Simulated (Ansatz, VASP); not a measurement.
**Ti3Si2 in VASP and in Ansatz**

INCAR

```
SYSTEM = Ti3Si2
PREC = Accurate
ENCUT = 600
EDIFF = 1E-6
ISMEAR = 0
SIGMA = 0.1
LREAL = .FALSE.
LASPH = .TRUE.
NELM = 80
ALGO = Fast
ISIF = 3
LWAVE = .FALSE.
LCHARG = .FALSE.
GGA = PE
IBRION = 2
NSW = 90
EDIFFG = -0.04
```

KPOINTS

```
regular mesh
0
G
  4 4 4
  0 0 0
```

POSCAR

```
Ti3Si2
1.0
    4.4518305700      0.0000000000      0.0000000000
    0.0000000000      4.4518305700      0.0000000000
    0.0000000000      0.0000000000      4.4518305700
Ti Si
3 2
Direct
    0.0000000000      0.5000000000      0.5000000000
    0.5000000000      0.0000000000      0.5000000000
    0.5000000000      0.5000000000      0.0000000000
    0.5000000000      0.5000000000      0.5000000000
    0.0000000000      0.0000000000      0.0000000000
```

Input for Ansatz:

```yaml
crystal:
  lattice:
    - [4.45183057, 0.0, 0.0]
    - [0.0, 4.45183057, 0.0]
    - [0.0, 0.0, 4.45183057]
  atoms:
    - { symbol: Ti, position: [0.0, 0.5, 0.5] }
    - { symbol: Ti, position: [0.5, 0.0, 0.5] }
    - { symbol: Ti, position: [0.5, 0.5, 0.0] }
    - { symbol: Si, position: [0.5, 0.5, 0.5] }
    - { symbol: Si, position: [0.0, 0.0, 0.0] }
basis:
  ecutwfc: 420
kpoints:
  mp_grid: { grid: [4, 4, 4] }
hamiltonian:
  xc: pbe
scf:
  occupations: { method: gaussian, width: 0.1 }
  lower_state_search: "off"
output:
  forces: true
  stress: true
  eigenvalues: true
relax:
  adjacent_minimum: "off"
  f_tol: 0.04
  max_steps: 70
  cell: { stress_tol: 0.4 }
```

Alike in both runs: task relaxation of cell and atoms; functional PBE; k mesh 4 × 4 × 4; occupations gaussian, width 0.1 eV; no spin polarisation.

|  | VASP | Ansatz |
| --- | --- | --- |
| version | VASP 6.6.1 | Ansatz 0.2.0 |
| potentials or method | VASP PAW PBE potentials, release 64 (Ti_sv, Si), cutoff 600 eV | scalar-relativistic, plane waves, PAW |
| valence electrons in the cell | 44 | 44 |

|  | VASP | Ansatz | Ansatz less VASP |
| --- | --- | --- | --- |
| gap on the k mesh at the Fermi level, each at its own relaxed structure (eV) | none | none | - |
| relaxed volume (Å³/atom) | 18.88 | 18.84 | -0.038 |
| relaxed cell length with the largest relative difference (Å) | 4.553 | 4.550 | -0.0031 |

A gap of «none» marks a metal or a gap that the smearing closes.
